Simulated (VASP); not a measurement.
Wanted: the native input for a VASP 6.6.1 run.

| Quantity | Value |
| --- | --- |
| Task | single point |
| Functional | PBE |
| Potentials or basis | VASP PAW PBE potentials, release 64 (Ni, O) |
| Cutoff | 520 eV |
| k mesh | 11 × 11 × 11 |
| Occupations | fermi-dirac, width 0.05 eV |
| Spin | collinear spin, ferromagnetic start |
| Starting moments | [-0.88, 0.0] μB |
| Dipole correction | no |
| Further INCAR settings | ALGO = Normal; EDIFF = 1e-06; NBANDS = 19 |

The structure of NiO lies in POSCAR:

```
NiO
1.0
    0.0000000000      2.0913095100      2.0913095100
    2.0913095100      0.0000000000      2.0913095100
    2.0913095100      2.0913095100      0.0000000000
Ni O
1 1
Direct
    0.0000000000      0.0000000000      0.0000000000
    0.5000000000      0.5000000000      0.5000000000
```

One way to write it, as run:

INCAR

```
SYSTEM = NiO
ALGO = Normal
EDIFF = 1E-6
ENCUT = 520
GGA = PE
ISIF = 2
ISMEAR = -1
ISPIN = 2
LASPH = .TRUE.
LCHARG = .FALSE.
LMAXMIX = 4
LORBIT = 11
LREAL = .FALSE.
LWAVE = .FALSE.
MAGMOM = -0.88 0
NBANDS = 19
NELM = 150
PREC = Accurate
SIGMA = 0.05
```

KPOINTS

```
k-points
0
G
  11 11 11
  0 0 0
```

Potentials or basis: VASP PAW PBE potentials, release 64 (Ni, O).

The run is started by

```sh
$ cat potpaw_PBE.64/Ni/POTCAR potpaw_PBE.64/O/POTCAR > POTCAR
$ mpirun -np 1 vasp_std > vasp.out
```

Results of the run:

```json
{"Pressure": "3.7 GPa", "Net moment": "-1.70 μB per cell", "Site moments": "Ni -1.41; O -0.26 μB", "Valence electrons inside the program's atomic spheres": "Ni 8.98; O 4.98"}
```

Caveat: a cell with one magnetic atom can't hold antiferromagnetic order, which such compounds often take.

Wall time 120 s on 1 thread of AMD EPYC 7R13, on a shared host, peak memory 0.14 GiB.
